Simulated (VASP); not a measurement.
Here is a VASP 6.6.1 calculation.

File INCAR:

```
PREC = Accurate
ENCUT = 500
EDIFF = 1E-6
ISMEAR = -1
SIGMA = 0.05
LREAL = False
LASPH = True
NELM = 120
ALGO = Normal
ISIF = 2
LWAVE = False
LCHARG = False
NBANDS = 18
GGA_COMPAT = False
```

The input KPOINTS:

```
Automatic mesh
0
Gamma
  16 16 9
```

File POSCAR:

```
Y
1.0
    3.5414388809      0.0000000000      0.0000000000
   -1.7707194404      3.0669760368      0.0000000000
    0.0000000000      0.0000000000      5.5143512357
Y
2
Direct
    0.3333333333      0.6666666667      0.2500000000
    0.6666666667      0.3333333333      0.7500000000
```

Potentials or basis: VASP PAW LDA potentials, release 64 (Y_sv).

The run is started by

```console
$ cat potpaw_LDA.64/Y_sv/POTCAR > POTCAR
$ mpirun -np 1 vasp_std > vasp.out
```

**Question.** Predict the pressure.

**Answer.** -0.1 GPa.

**Question.** Estimate the band gap on the k mesh.

**Answer.** Zero (bands 11 and 12 overlap by 1.76 eV).
